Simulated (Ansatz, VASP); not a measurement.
## La2CdNiO5 in VASP and in Ansatz

File INCAR:

```
SYSTEM = La2CdNiO5
PREC     = Accurate       ! precision mode
ENCUT    = 520            ! plane-wave cutoff, eV
EDIFF    = 1E-7           ! SCF threshold, eV
ISMEAR   = -1             ! smearing method
SIGMA    = 0.064          ! smearing width, eV
LREAL    = .FALSE.        ! projectors in reciprocal space
LASPH    = .TRUE.         ! aspherical terms in the spheres
NELM     = 150            ! most SCF steps
ALGO     = Normal         ! electronic algorithm
ISIF     = 2              ! what is computed and relaxed
LWAVE    = .FALSE.        ! write WAVECAR
LCHARG   = .FALSE.        ! write CHGCAR
LMAXMIX  = 6              ! l up to which the mixer works
LDAU     = .TRUE.         ! DFT+U
LDAUTYPE = 2            
LDAUL    = -1 3 -1 -1     ! shell
LDAUU    = 0 4 0 0        ! U, eV
LDAUJ    = 0 0 0 0      
LDAUPRINT= 1            
GGA      = PE             ! functional
NBANDS   = 47             ! bands
```

Contents of KPOINTS:

```
regular mesh
0
G
  5 5 5
  0 0 0
```

The input POSCAR:

```
La2CdNiO5
1.0
    0.0000000000      5.8202150000      0.0000000000
    3.7568450000      0.0000000000      0.0000000000
    1.8784220000      2.9101070000     -5.7147410000
Cd La Ni O
1 2 1 5
Direct
    0.0000000000      0.0000000000      0.0000000000
    0.7023000000      0.2023000000      0.5954000000
    0.2977000000      0.7977000000      0.4046000000
    0.5000000000      0.5000000000      0.0000000000
    0.1120000000      0.3560000000      0.2880000000
    0.6000000000      0.3560000000      0.2880000000
    0.8880000000      0.6440000000      0.7120000000
    0.4000000000      0.6440000000      0.7120000000
    0.5000000000      0.0000000000      0.0000000000
```

Input for Ansatz:

```yaml
crystal:
  lattice:
    - [0.0, 5.820215, 0.0]
    - [3.756845, 0.0, 0.0]
    - [1.878422, 2.910107, -5.714741]
  atoms:
    - { symbol: Cd, position: [0.0, 0.0, 0.0] }
    - { symbol: La, position: [0.7023, 0.2023, 0.5954] }
    - { symbol: La, position: [0.2977, 0.7977, 0.4046] }
    - { symbol: Ni, position: [0.5, 0.5, 0.0] }
    - { symbol: O, position: [0.112, 0.356, 0.288] }
    - { symbol: O, position: [0.6, 0.356, 0.288] }
    - { symbol: O, position: [0.888, 0.644, 0.712] }
    - { symbol: O, position: [0.4, 0.644, 0.712] }
    - { symbol: O, position: [0.5, 0.0, 0.0] }
  symmetry: { tolerance: 0.0003 }
kpoints:
  mp_grid: { grid: [5, 5, 5], shift: [0, 0, 0] }
magnetization:
  spin_polarized: false
scf:
  occupations: { method: fermi_dirac, width: 0.064 }
hamiltonian:
  pseudopotentials: { kind: paw }
  xc: pbe
  hubbard: { sites: [{ species: La, l: f, u_eff: 4.0 }], double_counting: fll }
basis:
  ecutwfc: 420
output:
  forces: true
  stress: true
  eigenvalues: true
```

Alike in both runs: task single point; functional PBE; k mesh 5 × 5 × 5; occupations fermi-dirac, width 0.064 eV; no spin polarisation; Hubbard terms La f U = 4.0 eV.

```csv
,VASP,Ansatz
version,VASP 6.6.1,Ansatz 0.2.0
potentials or method,"VASP PAW PBE potentials, release 64 (Cd, La, Ni, O), cutoff 520 eV",PAW plane waves
valence electrons in the cell,74,90
```

```tsv
	VASP	Ansatz	Ansatz less VASP
gap on the k mesh at the Fermi level (eV)	none	none	-
pressure (GPa)	14.0	13.0	-1.03
traceless stress, the component that is largest in VASP (GPa)	1.35	1.07	-0.281
rms of the force components (eV/Å)	0.548	0.518	-0.0295
```

The programs project onto different local orbitals, so the same U acts differently, and such runs can settle in different states. Atom by atom the forces differ by 0.033 eV/Å (rms over components). A gap of «none» marks a metal or a gap that the smearing closes. VASP's potentials hold 74 valence electrons a cell and Ansatz's 90, so a difference there can come from the potentials and not from the codes. Ansatz's warnings: filled band counts differ across k points.

Neither program's run includes spin-orbit coupling.
